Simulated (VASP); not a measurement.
Write the native input for VASP 6.6.1 that does the following.

* Task: relaxation of cell and atoms
* Functional: PBE
* Potentials or basis: VASP PAW PBE potentials, release 64 (Cr_pv)
* Cutoff: 600 eV
* k mesh: 20 × 20 × 20
* Occupations: gaussian, width 0.1 eV
* Spin: no spin polarisation
* Dipole correction: no
* Further INCAR settings: ALGO = Normal; EDIFF = 1e-06; IBRION = 2; EDIFFG = -0.005; NSW = 100; ISIF = 3

The structure of Cr lies in POSCAR:

```
Cr
1.0
   -1.4248462185      1.4248462185      1.4248462185
    1.4248462185     -1.4248462185      1.4248462185
    1.4248462185      1.4248462185     -1.4248462185
Cr
1
Direct
    0.0000000000      0.0000000000      0.0000000000
```

These files were run (other wordings do the same):

INCAR

```
PREC = Accurate ; ENCUT = 600
EDIFF = 1E-6 ; ISMEAR = 0
SIGMA = 0.1 ; LREAL = F
LASPH = T ; NELM = 80
ALGO = Normal ; ISIF = 3
LWAVE = F ; LCHARG = F
GGA = PE ; IBRION = 2
NSW = 100 ; EDIFFG = -0.005
```

KPOINTS

```
regular mesh
0
Gamma
  20 20 20
```

Potentials or basis: VASP PAW PBE potentials, release 64 (Cr_pv).

Launch:

```console
$ cat potpaw_PBE.64/Cr_pv/POTCAR > POTCAR
$ mpirun -np 1 vasp_std > vasp.out
```

Results of the run:

- Relaxed volume: 11.52 Å³/atom
- Relaxed cell: a = 2.465 Å, b = 2.465 Å, c = 2.465 Å, α = 109.47°, β = 109.47°, γ = 109.47°
- Space group after relaxing (to 0.05 Å): Im-3m (No. 229)
- Energy gained by relaxing: 0.2 meV/atom
- Ionic steps: 3
- Pressure after relaxing: 0.0 GPa
- Band gap on the k mesh: zero (band 6 reaches 13.46 eV, above the bottom of band 7 at 10.09 eV)

Caveat: the run has no spin polarisation, though such a crystal can be magnetic.

It took 50 s on 1 thread of AMD EPYC 7R13 Processor (Zen 3) (shared host), peak memory 0.13 GiB.
